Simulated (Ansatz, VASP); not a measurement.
# Pt: VASP beside Ansatz

```xyz
2
Lattice="2.6616 0.0000 0.0000 -1.3308 2.3050 0.0000 0.0000 0.0000 4.6285" Properties=species:S:1:pos:R:3 pbc="T T T"
Pt    1.3308    0.7683    3.4714
Pt    0.0000    1.5367    1.1571
```

Alike in both runs: task single point; functional PBEsol; k mesh 18 × 18 × 10; occupations gaussian, width 0.15 eV; no spin polarisation.

```csv
,VASP,Ansatz
version,VASP 6.6.1,Ansatz 0.2.0
potentials or method,"VASP PAW PBE potentials, release 64 (Pt), cutoff 520 eV","scalar-relativistic, plane waves, PAW"
valence electrons in the cell,20,36
```

Ansatz gave:

| Item | Value |
| --- | --- |
| gap on the k mesh at the Fermi level (eV) | none |
| pressure (GPa) | 21.8 |
| traceless stress, the component that is largest in VASP (GPa) | -3.51 |

Q: Estimate VASP's values.

A: gap on the k mesh at the Fermi level (eV): none; pressure (GPa): 21.4; traceless stress, the component that is largest in VASP (GPa): -3.62.

VASP's potentials were made for PBE, not for PBEsol. A gap of «none» marks a metal or a gap that the smearing closes. VASP's potentials hold 20 valence electrons a cell and Ansatz's 36, so a difference there can come from the potentials and not from the codes.

Spin-orbit coupling is off throughout.
